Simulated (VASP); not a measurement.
Wanted: the native input for a VASP 6.6.1 run.

```
Task                   : single point
Functional             : PBE
Potentials or basis    : VASP PAW PBE potentials, release 64 (In_d, Sb, O)
Cutoff                 : 520 eV
k mesh                 : 4 × 4 × 4
Occupations            : gaussian, width 0.1 eV
Spin                   : no spin polarisation
Dipole correction      : no
Further INCAR settings : ALGO = Normal; EDIFF = 1e-06; NBANDS = 30
```

The structure of InSbO4 lies in POSCAR:

```
InSbO4
1.0
   -3.4201785500      3.4201785500      3.6658367000
    3.4201785500     -3.4201785500      3.6658367000
    3.4201785500      3.4201785500     -3.6658367000
In Sb O
1 1 4
Direct
    0.0000000000      0.0000000000      0.0000000000
    0.5000000000      0.5000000000      0.0000000000
    0.7500000000      0.2500000000      0.5000000000
    0.2500000000      0.7500000000      0.5000000000
    0.5000000000      0.0000000000      0.5000000000
    0.0000000000      0.5000000000      0.5000000000
```

The cell was generated, and may not be a known phase.

One way to write it, as run:

INCAR

```
ALGO = Normal
EDIFF = 1E-6
ENCUT = 520
GGA = PE
ISIF = 2
ISMEAR = 0
LASPH = True
LCHARG = True
LELF = True
LREAL = False
LVHAR = True
LWAVE = False
NBANDS = 30
NELM = 100
PREC = Accurate
SIGMA = 0.1
```

KPOINTS

```
k-points
0
Gamma
  4 4 4
```

Potentials or basis: VASP PAW PBE potentials, release 64 (In_d, Sb, O).

Launch:

```console
$ cat potpaw_PBE.64/In_d/POTCAR potpaw_PBE.64/Sb/POTCAR potpaw_PBE.64/O/POTCAR > POTCAR
$ mpirun -np 1 vasp_std > vasp.out
```

Results of the run:

```json
{
  "Pressure": "-7.9 GPa",
  "Band gap on the k mesh": "zero (bands 21 and 22 overlap by 0.28 eV)"
}
```

Caveat: the stress differs along the axes, from -11 to -6 GPa; semilocal functionals underestimate gaps, and a narrow one can read as zero; spin-orbit coupling is left out, which moves the levels of the heavy elements.

It took 2.9 min on 1 thread of AMD EPYC 7R43 64-Core Processor (Zen 3), with other jobs on the host, peak memory 0.3 GiB.
